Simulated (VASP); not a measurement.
Write the native input for VASP 6.6.1 that does the following.

```yaml
Task: single point
Functional: PBE
Potentials_or_basis: VASP PAW PBE potentials, release 64 (Zn, Sn_d, N)
Cutoff: 520 eV
k_mesh: 6 × 6 × 4
Occupations: gaussian, width 0.1 eV
Spin: no spin polarisation
Dipole_correction: no
Further_INCAR_settings: ALGO = Normal; EDIFF = 1e-06; NBANDS = 30
```

The structure of Zn2SnN lies in POSCAR:

```
Zn2SnN
1.0
    3.1617180338      0.0000000000      0.0000000000
   -1.5808590169      2.7381281369      0.0000000000
    0.0000000000      0.0000000000      7.3185637791
Zn Sn N
2 1 1
Direct
    0.3333333333      0.6666666667      0.6630469331
    0.3333333333      0.6666666667      0.3369530669
    0.0000000000      0.0000000000      0.0000000000
    0.6666666667      0.3333333333      0.5000000000
```

One way to write it, as run:

INCAR

```
  ALGO = Normal
  EDIFF = 1E-6
  ENCUT = 520
  GGA = PE
  ISIF = 2
  ISMEAR = 0
  LASPH = True
  LCHARG = False
  LREAL = False
  LWAVE = False
  NBANDS = 30
  NELM = 100
  PREC = Accurate
  SIGMA = 0.1
```

KPOINTS

```
k-points
0
Gamma
  6 6 4
```

Potentials or basis: VASP PAW PBE potentials, release 64 (Zn, Sn_d, N).

Run with:

```sh
$ cat potpaw_PBE.64/Zn/POTCAR potpaw_PBE.64/Sn_d/POTCAR potpaw_PBE.64/N/POTCAR > POTCAR
$ mpirun -np 1 vasp_std > vasp.out
```

It gave:

```yaml
Pressure: 0.3 GPa
Largest_force: 0.051 eV/Å
```

Caveat: the k points lie up to 0.38 Å⁻¹ apart.

Wall time 29 s on 1 thread of Intel(R) Xeon(R) Platinum 8259CL CPU @ 2.50GHz (Skylake/Cascade Lake), with other jobs on the host, peak memory 0.2 GiB.
